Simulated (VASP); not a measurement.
# CdS in VASP: notebook, part 2 of 2

VASP 6.6.1. Earlier steps stand in the parts before.

## (3) Single point, r2SCAN (mode 4 frozen in at -0.162 Å and mode 5 at -0.041 Å (largest displacements))

The input, POSCAR:

```
CdS
1.0
    0.0000000000      2.7269062253      2.7269062253
    2.7269062253      0.0000000000      2.7269062253
    2.7269062253      2.7269062253      0.0000000000
Cd S
1 1
Direct
   -0.0063692780      0.0063692780      0.0106154634
    0.5223330012      0.4776669988      0.4627783313
```

The input, INCAR.step1:

```
SYSTEM = CdS
PREC = Accurate
ENCUT = 520
ISMEAR = 0
SIGMA = 0.05
LREAL = .FALSE.
LASPH = .TRUE.
NELM = 80
NBANDS = 16
GGA = PE
ALGO = Normal
EDIFF = 1E-4
LWAVE = .TRUE.
LCHARG = .FALSE.
```

The input, INCAR.step2:

```
SYSTEM = CdS
PREC = Accurate
ENCUT = 520
EDIFF = 1E-6
ISMEAR = 0
SIGMA = 0.05
LREAL = .FALSE.
LASPH = .TRUE.
NELM = 80
ALGO = Normal
ISIF = 2
LWAVE = .FALSE.
LCHARG = .FALSE.
METAGGA = R2SCAN
LMIXTAU = .TRUE.
NBANDS = 16
ISTART = 1
```

The input, KPOINTS:

```
Automatic mesh
0
G
  8 8 8
  0 0 0
```

Potentials or basis: VASP PAW PBE potentials, release 64 (Cd, S).

Command:

```console
$ cat potpaw_PBE.64/Cd/POTCAR potpaw_PBE.64/S/POTCAR > POTCAR
$ cp INCAR.step1 INCAR
$ mpirun -np 1 vasp_std > vasp.out
$ cp INCAR.step2 INCAR
$ mpirun -np 1 vasp_std > vasp.out
```

OUTCAR:

```text
SYSTEM = CdS
   PREC = Accurate
   ENCUT = 520
   EDIFF = 1E-6
   ISMEAR = 0
   LREAL = .FALSE.
   LASPH = .TRUE.
   NELM = 80
   ISIF = 2
   METAGGA = R2SCAN
   ISTART = 1

 ion  position               nearest neighbor table
   1  0.994  0.006  0.011-   2 2.52   2 2.68   2 2.74   2 2.74   2 2.79   2 2.94
   2  0.522  0.478  0.463-   1 2.52   1 2.68   1 2.74   1 2.74   1 2.79   1 2.94

  LATTYP: Found a face centered cubic cell.
 ALAT       =     5.4538124506

  Lattice vectors:

 A1 = (   0.0000000000,   2.7269062253,   2.7269062253)
 A2 = (   2.7269062253,   0.0000000000,   2.7269062253)
 A3 = (   2.7269062253,   2.7269062253,   0.0000000000)

Analysis of symmetry for initial positions (statically):
=====================================================================
 Subroutine PRICEL returns:
 Original cell was already a primitive cell.

 Routine SETGRP: Setting up the symmetry group for a
 face centered cubic supercell.

 Subroutine GETGRP returns: Found  2 space group operations
 (whereof  2 operations were pure point group operations)
 out of a pool of 48 trial point group operations.

The static configuration has the point symmetry C_1h.

Analysis of symmetry for dynamics (positions and initial velocities):
=====================================================================
 Subroutine PRICEL returns:
 Original cell was already a primitive cell.

 Routine SETGRP: Setting up the symmetry group for a
 face centered cubic supercell.

 Subroutine GETGRP returns: Found  2 space group operations
 (whereof  2 operations were pure point group operations)
 out of a pool of 48 trial point group operations.

The dynamic configuration has the point symmetry C_1h.

 Subroutine INISYM returns: Found  2 space group operations
 (whereof  2 operations are pure point group operations),
 and found     1 'primitive' translations

----------------------------------------------------------------------------------------

                                     Primitive cell

[... 112 lines left out ...]
  Fermi-wavevector in a.u.,A,eV,Ry     =   1.248779  2.359849 21.217580  1.559448
  Thomas-Fermi vector in A             =   2.382850
   LORBIT       =      0    0 simple, 1 ext, 2 COOP (PROOUT), +10 PAW based schemes
   METAGGA = R2SCAN    functional components
   LHFCALC =     F    Hartree Fock is set to
   AEXX    =    0.0000 exact exchange contribution
   IVDW    =     0    specifies the selected vdW correction
   LEPSILON=     F    determine dielectric tensor
   LRPA    =     F    only Hartree local field effects (RPA)
 non-spin polarized calculation
 Gauss-broadening in eV      SIGMA  =   0.05
  energy-cutoff  :      520.00
  volume of cell :       40.55
 maximum number of plane-waves:      1106
 NGX is ok and might be reduce to    30
   NGX = 15   NGY = 15   NGZ = 15

 number of electron      17.9999998 magnetization

 Free energy of the ion-electron system (eV)
  ---------------------------------------------------
  ext. energy  EPLUGINS =         0.00000000
  ---------------------------------------------------
  free energy    TOTEN  =       -29.47388640 eV

  energy without entropy =      -29.47388640  energy(sigma->0) =      -29.47388640

 E-fermi :   2.9555     XC(G=0): -10.9934

 val. band max:        2.7215034659   @ k =   0.0000   0.1250  -0.2500
 cond. band min:       3.5441196973   @ k =   0.5000   0.5000   0.0000
 fundamental gap:      0.8226162313
 Fermi energy:         2.9554763655

 k-point     1 :       0.0000    0.0000    0.0000
  band No.  band energies     occupation
      1     -10.6246      2.00000
      2      -5.2044      2.00000
      3      -5.1436      2.00000
      4      -5.1408      2.00000
      5      -5.1043      2.00000
      6      -5.1037      2.00000
[... 433 lines left out ...]
      3      -5.3299      2.00000
      4      -5.1971      2.00000
      5      -4.9704      2.00000
      6      -4.9352      2.00000
[... 8 lines left out ...]
     15      16.0930      0.00000
     16      16.2204      0.00000

 [... further k-points ...]

------------------------ aborting loop because EDIFF is reached ----------------------------------------

  FORCE on cell =-STRESS in cart. coord.  units (eV):
  Direction    XX          YY          ZZ          XY          YZ          ZX
  --------------------------------------------------------------------------------------
  -------------------------------------------------------------------------------------
  Total        1.2625140      0.1225873      0.0521564     -0.0517145      0.0000000      0.0000000
  in kB       49.8776718      4.8430109      2.0605239     -2.0430645      0.0000000      0.0000000
  external PRESSURE =      18.9270688 kB  Pullay stress =       0.0000000 kB

 VOLUME and BASIS-vectors are now :
 -----------------------------------------------------------------------------
  energy-cutoff  :      520.00
  volume of cell :       40.55
      direct lattice vectors                 reciprocal lattice vectors
     0.000000000  2.726906225  2.726906225    -0.183357974  0.183357974  0.183357974
     2.726906225  0.000000000  2.726906225     0.183357974 -0.183357974  0.183357974
     2.726906225  2.726906225  0.000000000     0.183357974  0.183357974 -0.183357974

 POSITION                                       TOTAL-FORCE (eV/Angst)
 -----------------------------------------------------------------------------------
      0.04632      2.73849      2.72691        -0.538888     -0.080099      0.000000
      2.56451      2.68631      2.72691         0.538888      0.080099      0.000000
 -----------------------------------------------------------------------------------
    total drift:                                0.000000      0.000355      0.000001

  FREE ENERGIE OF THE ION-ELECTRON SYSTEM (eV)
  ---------------------------------------------------
  free  energy   TOTEN  =       -29.4738863955 eV

  energy  without entropy=      -29.4738863955  energy(sigma->0) =      -29.47388640
```

OUTCAR.step1:

```text
SYSTEM = CdS
   PREC = Accurate
   ENCUT = 520
   ISMEAR = 0
   LREAL = .FALSE.
   LASPH = .TRUE.
[... 678 lines left out ...]
      0.04632      2.73849      2.72691        -0.513783     -0.074757      0.000000
      2.56451      2.68631      2.72691         0.513783      0.074757      0.000000
 -----------------------------------------------------------------------------------
    total drift:                               -0.000895      0.000076     -0.000000

  FREE ENERGIE OF THE ION-ELECTRON SYSTEM (eV)
  ---------------------------------------------------
  free  energy   TOTEN  =        -5.8211773246 eV

  energy  without entropy=       -5.8211773223  energy(sigma->0) =       -5.82117732
```

OSZICAR.step1:

```text
N       E                     dE             d eps       ncg     rms          rms(c)
DAV:   1     0.108818419186E+03    0.10882E+03   -0.93983E+03  4936   0.107E+03
DAV:   2    -0.255737076637E+01   -0.11138E+03   -0.10406E+03  5832   0.259E+02
DAV:   3    -0.638649245089E+01   -0.38291E+01   -0.38226E+01  6064   0.501E+01
DAV:   4    -0.640444740637E+01   -0.17955E-01   -0.17954E-01  5840   0.340E+00
DAV:   5    -0.640461740940E+01   -0.17000E-03   -0.17000E-03  6064   0.320E-01    0.798E+00
DAV:   6    -0.584832384059E+01    0.55629E+00   -0.85588E-01  6496   0.118E+01    0.658E+00
DAV:   7    -0.582210217990E+01    0.26222E-01   -0.18750E-01  6304   0.311E+00    0.333E+00
DAV:   8    -0.582135133304E+01    0.75085E-03   -0.19357E-02  5640   0.173E+00    0.341E-01
DAV:   9    -0.582113844451E+01    0.21289E-03   -0.16679E-03  6016   0.600E-01    0.635E-02
DAV:  10    -0.582117732461E+01   -0.38880E-04   -0.19294E-04  5072   0.147E-01
   1 F= -.58211773E+01 E0= -.58211773E+01  d E =-.235460E-08
```

Wall time 2.8 min (1 thread of Intel Xeon 6975P-C (Granite Rapids), shared host); peak memory 0.24 GiB.

Results:

- Free energy: -29.4739 eV
- Pressure: 1.9 GPa
- Largest force: 0.545 eV/Å
- Band gap on the k mesh: 0.82 eV, indirect (least direct gap 2.29 eV)

Forces on the atoms (eV/Å):
```
Cd  -0.539 -0.080  0.000
S    0.539  0.080  0.000
```

Stress tensor (GPa, compression positive):
```
 4.99 -0.20  0.00
-0.20  0.48  0.00
 0.00  0.00  0.21
```

Levels at points of the mesh, in eV from the valence-band top:
```
           k point  band 6  band 7  band 8  band 9  band 10  band 11  band 12  band 13
(0.00, 0.00, 0.00)   -7.83   -0.69   -0.68   -0.66     1.62     9.52     9.55     9.70
(0.50, 0.00, 0.00)   -7.63   -4.91   -0.08   -0.03     4.16     6.55     6.64     7.62
(0.00, 0.00, 0.50)   -7.63   -4.88   -0.04    0.00     4.12     6.51     6.60     7.62
(0.50, 0.50, 0.00)   -6.83   -4.32   -2.17   -2.08     0.82     6.29    10.82    12.41
(0.00, 0.50, 0.50)   -6.83   -4.42   -2.18   -2.17     0.85     6.44    10.93    12.34
(0.50, 0.00, 0.50)   -6.83   -4.33   -2.18   -2.08     0.82     6.30    10.82    12.42
```

Caveat: the cell differs from its parent crystal (mode 4 frozen in at -0.162 Å and mode 5 at -0.041 Å (largest displacements)); the PAW data sets were made with another functional, which shifts forces and pressure a little.

## (4) Single point, r2SCAN (mode 4 frozen in at -0.203 Å and mode 5 at -0.081 Å (largest displacements))

The input, POSCAR:

```
CdS
1.0
    0.0000000000      2.7269062253      2.7269062253
    2.7269062253      0.0000000000      2.7269062253
    2.7269062253      2.7269062253      0.0000000000
Cd S
1 1
Direct
   -0.0063692780      0.0063692780      0.0148616487
    0.5223330012      0.4776669988      0.4478896639
```

The input, INCAR.step1:

```
ALGO = Normal
EDIFF = 1E-4
ENCUT = 520
GGA = PE
ISMEAR = 0
LASPH = True
LCHARG = False
LREAL = False
LWAVE = True
NBANDS = 16
NELM = 80
PREC = Accurate
SIGMA = 0.05
```

The input, INCAR.step2:

```
ALGO = Normal
EDIFF = 1E-7
ENCUT = 520
ISIF = 2
ISMEAR = 0
ISTART = 1
LASPH = True
LCHARG = True
LELF = True
LMIXTAU = True
LREAL = False
LVHAR = True
LWAVE = False
METAGGA = R2SCAN
NBANDS = 16
NELM = 80
PREC = Accurate
SIGMA = 0.05
```

The input, KPOINTS:

```
k-points
0
Gamma
  8 8 8
```

Command:

```console
$ cat potpaw_PBE.64/Cd/POTCAR potpaw_PBE.64/S/POTCAR > POTCAR
$ cp INCAR.step1 INCAR
$ mpirun -np 1 vasp_std > vasp.out
$ cp INCAR.step2 INCAR
$ mpirun -np 1 vasp_std > vasp.out
```

Wall time 3.8 min (1 thread of Intel Xeon 6975P-C (Granite Rapids), shared host); peak memory 0.24 GiB.

The run converged. Its results:

- Free energy: -29.4339 eV
- Pressure: 2.9 GPa
- Largest force: 0.782 eV/Å
- Band gap on the k mesh: 0.87 eV, indirect (least direct gap 2.23 eV)

Forces on the atoms (eV/Å):
```
Cd  -0.767 -0.152  0.000
S    0.767  0.152  0.000
```

Stress tensor (GPa, compression positive):
```
 7.55 -0.56  0.00
-0.56  1.14  0.00
 0.00  0.00  0.05
```

Levels at points of the mesh, in eV from the valence-band top:
```csv
k point,band 7,band 8,band 9,band 10,band 11,band 12
"(0.00, 0.00, 0.00)",-0.66,-0.63,-0.59,1.64,9.36,9.42
"(0.50, 0.00, 0.00)",-4.93,-0.15,-0.07,4.22,6.62,6.74
"(0.00, 0.00, 0.50)",-4.85,-0.06,-0.01,4.14,6.52,6.67
"(0.50, 0.50, 0.00)",-4.32,-2.16,-2.02,0.87,6.20,10.82
"(0.00, 0.50, 0.50)",-4.46,-2.17,-2.15,0.92,6.42,10.99
"(0.50, 0.00, 0.50)",-4.34,-2.17,-2.03,0.88,6.23,10.85
```

Caveat: the cell differs from its parent crystal (mode 4 frozen in at -0.203 Å and mode 5 at -0.081 Å (largest displacements)); the PAW data sets were made with another functional, which shifts forces and pressure a little.

## (5) Single point, r2SCAN (mode 4 frozen in at -0.203 Å and mode 5 at +0.000 Å (largest displacements))

The input, POSCAR:

```
CdS
1.0
    0.0000000000      2.7269062253      2.7269062253
    2.7269062253      0.0000000000      2.7269062253
    2.7269062253      2.7269062253      0.0000000000
Cd S
1 1
Direct
   -0.0106154634      0.0106154634      0.0106154634
    0.5372216687      0.4627783313      0.4627783313
```

The input, INCAR.step1:

```
ALGO = Normal
EDIFF = 1E-4
ENCUT = 520
GGA = PE
ISMEAR = 0
LASPH = T
LCHARG = F
LREAL = F
LWAVE = T
NBANDS = 16
NELM = 80
PREC = Accurate
SIGMA = 0.05
```

The input, INCAR.step2:

```
ALGO = Normal
EDIFF = 1E-6
ENCUT = 520
ISIF = 2
ISMEAR = 0
ISTART = 1
LASPH = T
LCHARG = T
LELF = T
LMIXTAU = T
LREAL = F
LVHAR = T
LWAVE = F
METAGGA = R2SCAN
NBANDS = 16
NELM = 80
PREC = Accurate
SIGMA = 0.05
```

KPOINTS is that of step 4.

Potentials or basis: VASP PAW PBE potentials, release 64 (Cd, S).

Command:

```console
$ cat potpaw_PBE.64/Cd/POTCAR potpaw_PBE.64/S/POTCAR > POTCAR
$ cp INCAR.step1 INCAR
$ mpirun -np 1 vasp_std > vasp.out
$ cp INCAR.step2 INCAR
$ mpirun -np 1 vasp_std > vasp.out
```

OUTCAR:

```text
EDIFF = 1E-6
   ENCUT = 520
   ISIF = 2
   ISMEAR = 0
   ISTART = 1
   LASPH = T
   LREAL = F
   METAGGA = R2SCAN
   NELM = 80
   PREC = Accurate

 ion  position               nearest neighbor table
   1  0.989  0.011  0.011-   2 2.47   2 2.74   2 2.74   2 2.74   2 2.74   2 2.99
   2  0.537  0.463  0.463-   1 2.47   1 2.74   1 2.74   1 2.74   1 2.74   1 2.99

  LATTYP: Found a face centered cubic cell.
 ALAT       =     5.4538124506

  Lattice vectors:

 A1 = (   0.0000000000,   2.7269062253,   2.7269062253)
 A2 = (   2.7269062253,   0.0000000000,   2.7269062253)
 A3 = (   2.7269062253,   2.7269062253,   0.0000000000)

Analysis of symmetry for initial positions (statically):
=====================================================================
 Subroutine PRICEL returns:
 Original cell was already a primitive cell.

 Routine SETGRP: Setting up the symmetry group for a
 face centered cubic supercell.

 Subroutine GETGRP returns: Found  8 space group operations
 (whereof  8 operations were pure point group operations)
 out of a pool of 48 trial point group operations.

The static configuration has the point symmetry C_4v.

[... 162 lines left out ...]

 val. band max:        2.7116281213   @ k =   0.0000  -0.2500   0.1250
 cond. band min:       3.5700307311   @ k =   0.5000   0.5000   0.0000
 fundamental gap:      0.8584026098
 Fermi energy:         2.9441005232

 k-point     1 :       0.0000    0.0000    0.0000
  band No.  band energies     occupation
      1     -10.6430      2.00000
      2      -5.2571      2.00000
      3      -5.1618      2.00000
      4      -5.1618      2.00000
      5      -5.1024      2.00000
      6      -5.0990      2.00000
[... 433 lines left out ...]
      3      -5.2185      2.00000
      4      -5.0801      2.00000
      5      -4.8937      2.00000
      6      -4.7250      2.00000
[... 8 lines left out ...]
     15      17.0583      0.00000
     16      18.5600      0.00000

 [... further k-points ...]

------------------------ aborting loop because EDIFF is reached ----------------------------------------

  FORCE on cell =-STRESS in cart. coord.  units (eV):
  Direction    XX          YY          ZZ          XY          YZ          ZX
  --------------------------------------------------------------------------------------
  -------------------------------------------------------------------------------------
  Total        1.9461034      0.0230907      0.0230907      0.0000000      0.0000000     -0.0000000
  in kB       76.8839864      0.9122372      0.9122372      0.0000000      0.0000000     -0.0000000
  external PRESSURE =      26.2361536 kB  Pullay stress =       0.0000000 kB

 VOLUME and BASIS-vectors are now :
 -----------------------------------------------------------------------------
  energy-cutoff  :      520.00
  volume of cell :       40.55
      direct lattice vectors                 reciprocal lattice vectors
     0.000000000  2.726906225  2.726906225    -0.183357974  0.183357974  0.183357974
     2.726906225  0.000000000  2.726906225     0.183357974 -0.183357974  0.183357974
     2.726906225  2.726906225  0.000000000     0.183357974  0.183357974 -0.183357974

 POSITION                                       TOTAL-FORCE (eV/Angst)
 -----------------------------------------------------------------------------------
      0.05789      2.72691      2.72691        -0.792433      0.000000      0.000000
      2.52391      2.72691      2.72691         0.792433      0.000000      0.000000
 -----------------------------------------------------------------------------------
    total drift:                                0.000014      0.000000      0.000000

  FREE ENERGIE OF THE ION-ELECTRON SYSTEM (eV)
  ---------------------------------------------------
  free  energy   TOTEN  =       -29.4414010963 eV

  energy  without entropy=      -29.4414010963  energy(sigma->0) =      -29.44140110
```

Run time: 2.3 min. Hardware: 1 thread of Intel Xeon Platinum 8488C (Sapphire Rapids), shared host; peak memory 0.19 GiB.

What came out:

| Item | Value |
| --- | --- |
| Free energy | -29.4414 eV |
| Pressure | 2.6 GPa |
| Largest force | 0.792 eV/Å |
| Band gap on the k mesh | 0.86 eV, indirect (least direct gap 2.28 eV) |

Forces on the atoms (eV/Å):
```
Cd  -0.792  0.000  0.000
S    0.792  0.000  0.000
```

Stress tensor (GPa, compression positive):
```
7.69 0.00 0.00
0.00 0.09 0.00
0.00 0.00 0.09
```

Caveat: the cell differs from its parent crystal (mode 4 frozen in at -0.203 Å and mode 5 at +0.000 Å (largest displacements)); the PAW data sets were made with another functional, which shifts forces and pressure a little. A k mesh can miss the band edges.
